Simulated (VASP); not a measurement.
Write the native input for VASP 6.6.1 that does the following.

```
Task                               : single point
Functional                         : PBE0
Potentials or basis                : VASP PAW PBE potentials, release 64 (Sb, B, Bi_d)
Cutoff                             : 520 eV
k mesh                             : 4 × 4 × 4
Occupations                        : gaussian, width 0.01 eV
Spin                               : no spin polarisation
Dipole correction                  : no
Grid for exact exchange (PRECFOCK) : Normal
Further INCAR settings             : ALGO = Normal; EDIFF = 1e-07; NBANDS = 21
Share of exact exchange            : 0.25
```

Crystal: BiB2Sb.

```
Sb B Bi
1.0
     3.79320    0.00000    0.00000
     0.00000    3.79320    0.00000
     0.00000    0.00000    5.36456
Sb B Bi
1 2 1
Cartesian
  0.0000 0.0000 0.0000
  0.0000 1.8966 4.0868
  1.8966 0.0000 1.2777
  1.8966 1.8966 2.6823
```

The input as run:

POSCAR

```
BiB2Sb
1.0
    3.7932038826      0.0000000000      0.0000000000
    0.0000000000      3.7932038826      0.0000000000
    0.0000000000      0.0000000000      5.3645596176
Sb B Bi
1 2 1
Direct
    0.0000000000      0.0000000000      0.0000000000
    0.0000000000      0.5000000000      0.7618180387
    0.5000000000      0.0000000000      0.2381819613
    0.5000000000      0.5000000000      0.5000000000
```

INCAR.step1

```
PREC = Accurate
ENCUT = 520
EDIFF = 1E-5
ISMEAR = 0
SIGMA = 0.01
LREAL = False
LASPH = True
NELM = 100
ALGO = Normal
ISIF = 2
LWAVE = True
LCHARG = False
GGA = PE
NBANDS = 21
```

INCAR.step2

```
PREC = Accurate
ENCUT = 520
EDIFF = 1E-7
ISMEAR = 0
SIGMA = 0.01
LREAL = False
LASPH = True
NELM = 100
ALGO = Normal
ISIF = 2
LWAVE = False
LCHARG = False
GGA = PE
LHFCALC = True
AEXX = 0.25
PRECFOCK = Normal
ISTART = 1
NBANDS = 21
```

KPOINTS

```
Automatic mesh
0
Gamma
  4 4 4
```

Potentials or basis: VASP PAW PBE potentials, release 64 (Sb, B, Bi_d).

The run is started by

```bash
$ cat potpaw_PBE.64/Sb/POTCAR potpaw_PBE.64/B/POTCAR potpaw_PBE.64/Bi_d/POTCAR > POTCAR
$ cp INCAR.step1 INCAR
$ mpirun -np 1 vasp_std > vasp.out
$ cp INCAR.step2 INCAR
$ mpirun -np 1 vasp_std > vasp.out
```

Results of the run:

- Pressure: -2.1 GPa
- Largest force: 0.018 eV/Å
- Band gap on the k mesh: 1.84 eV (least direct gap 2.02 eV)

Caveat: the PAW data sets were made with another functional, which shifts forces and pressure a little; spin-orbit coupling is left out, which moves the levels of the heavy elements.

Wall time 34 min on 1 thread of Intel(R) Xeon(R) 6975P-C (Granite Rapids) (shared host), peak memory 0.22 GiB.
